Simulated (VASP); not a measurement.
## Be5Te: relaxation of cell and atoms with PBE

Be5Te:

```
Be Te
1.0
     3.97000    0.00000    0.00000
    -1.98500    3.43812    0.00000
     0.00000    0.00000   10.60000
Be Te
10 2
Direct
  0.00000 0.00000 0.00000
  0.00001 0.66668 0.83000
  0.66667 0.99999 0.83000
  0.66667 0.33333 0.00000
  0.33333 0.66667 0.00000
  0.33332 0.33333 0.83000
  0.99999 0.66667 0.17000
  0.33333 0.33332 0.17000
  0.66668 0.00001 0.17000
  0.00000 0.00000 0.50000
  0.66667 0.33333 0.63600
  0.33333 0.66667 0.36400
```

| Quantity | Value |
| --- | --- |
| Program | VASP 6.6.1 |
| Task | relaxation of cell and atoms |
| Functional | PBE |
| Potentials or basis | VASP PAW PBE potentials, release 64 (Be, Te) |
| Cutoff | 600 eV |
| k mesh | 5 × 5 × 2 |
| Occupations | gaussian, width 0.2 eV |
| Spin | no spin polarisation |
| Dipole correction | no |
| Further INCAR settings | ALGO = Normal; EDIFF = 1e-06; IBRION = 2; EDIFFG = -0.08; NSW = 36; ISIF = 3 |

```yaml
Relaxed_volume: 11.97 Å³/atom
Relaxed_cell: a = 3.920 Å, b = 3.920 Å, c = 10.796 Å, α = 90.00°, β = 90.00°, γ = 120.00°
Space_group_after_relaxing_to_0.05_Å: P321 (No. 150)
Energy_gained_by_relaxing: 19.4 meV/atom
Ionic_steps: 5
Pressure_after_relaxing: 0.4 GPa
Largest_force_after_relaxing: 0.077 eV/Å
Band_gap_on_the_k_mesh: zero (band 16 reaches 7.07 eV, above the bottom of band 17 at 6.11 eV)
```

Forces on the atoms (eV/Å):
```
Be   0.000  0.000  0.000
Be  -0.015 -0.018  0.054
Be  -0.008  0.022  0.054
Be   0.000  0.000 -0.015
Be   0.000  0.000  0.015
Be   0.023 -0.004  0.054
Be   0.023  0.004 -0.054
Be  -0.015  0.018 -0.054
Be  -0.008 -0.022 -0.054
Be   0.000  0.000  0.000
Te   0.000  0.000  0.077
Te   0.000  0.000 -0.077
```

Stress tensor (GPa, compression positive):
```
0.41 0.00 0.00
0.00 0.41 0.00
0.00 0.00 0.50
```

Step by step:
| step | energy change (eV) | largest force (eV/Å) | pressure (GPa) | volume (Å³) |
| --- | --- | --- | --- | --- |
| 1 | 0.0000 | 1.2198 | 0.29 | 144.68 |
| 2 | -0.2124 | 0.2128 | -0.55 | 145.11 |
| 3 | -0.2231 | 0.1412 | -0.60 | 145.23 |
| 4 | -0.2313 | 0.0895 | 0.05 | 144.24 |
| 5 | -0.2328 | 0.0768 | 0.44 | 143.66 |

Final structure:
```
Be Te
1.0
     3.91977    0.00000    0.00000
    -1.95989    3.39462    0.00000
     0.00000    0.00000   10.79642
Be Te
10 2
Direct
  0.00000 0.00000 0.00000
  0.00405 0.67124 0.83436
  0.66718 0.99595 0.83436
  0.66667 0.33333 0.00004
  0.33333 0.66667 0.99996
  0.32876 0.33282 0.83436
  0.99595 0.66718 0.16564
  0.33282 0.32876 0.16564
  0.67124 0.00405 0.16564
  0.00000 0.00000 0.50000
  0.66667 0.33333 0.62900
  0.33333 0.66667 0.37100
```

Levels at points of the mesh, in eV from the Fermi level:
| k point | band 12 | band 13 | band 14 | band 15 | band 16 | band 17 | band 18 | band 19 | band 20 | band 21 |
| --- | --- | --- | --- | --- | --- | --- | --- | --- | --- | --- |
| (0.00, 0.00, 0.00) | -0.64 | -0.64 | -0.64 | -0.64 | -0.34 | 0.06 | 0.09 | 0.51 | 1.01 | 1.01 |
| (0.00, 0.00, 0.50) | -0.69 | -0.64 | -0.64 | -0.54 | -0.36 | 0.06 | 0.09 | 1.21 | 1.21 | 1.53 |

Wall time 89 s on 1 thread of Intel(R) Xeon(R) 6975P-C (Granite Rapids), with other jobs on the host, peak memory 0.31 GiB.

Caveat: the k points lie up to 0.37 Å⁻¹ apart in the final cell; spin-orbit coupling is left out, which moves the levels of the heavy elements; the relaxation stopped at a loose force limit of 0.08 eV/Å, so its end isn't a converged minimum.
